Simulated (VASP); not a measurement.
Here is a VASP 6.6.1 calculation.

The input INCAR:

```
PREC = Accurate
ENCUT = 520
EDIFF = 1E-6
ISMEAR = -1
SIGMA = 0.05
LREAL = F
LASPH = T
NELM = 100
ALGO = Normal
ISIF = 2
LWAVE = F
LCHARG = F
GGA = CA
NBANDS = 17
```

Contents of KPOINTS:

```
Automatic mesh
0
Gamma
  11 11 6
```

The input POSCAR:

```
Pt
1.0
    2.7789487024      0.0000000000      0.0000000000
   -1.3894743512      2.4066401720      0.0000000000
    0.0000000000      0.0000000000      4.8238709117
Pt
2
Direct
    0.3333333333      0.6666666667      0.2500000000
    0.6666666667      0.3333333333      0.7500000000
```

Potentials or basis: VASP PAW LDA potentials, release 64 (Pt).

Command:

```console
$ cat potpaw_LDA.64/Pt/POTCAR > POTCAR
$ mpirun -np 1 vasp_std > vasp.out
```

Task: What does it give for the pressure?

Result: -19.1 GPa.

Task: Predict the band gap on the k mesh.

Result: Zero (band 10 reaches 10.23 eV, above the bottom of band 11 at 9.09 eV).

Caveat: spin-orbit coupling is left out, which moves the levels of the heavy elements.
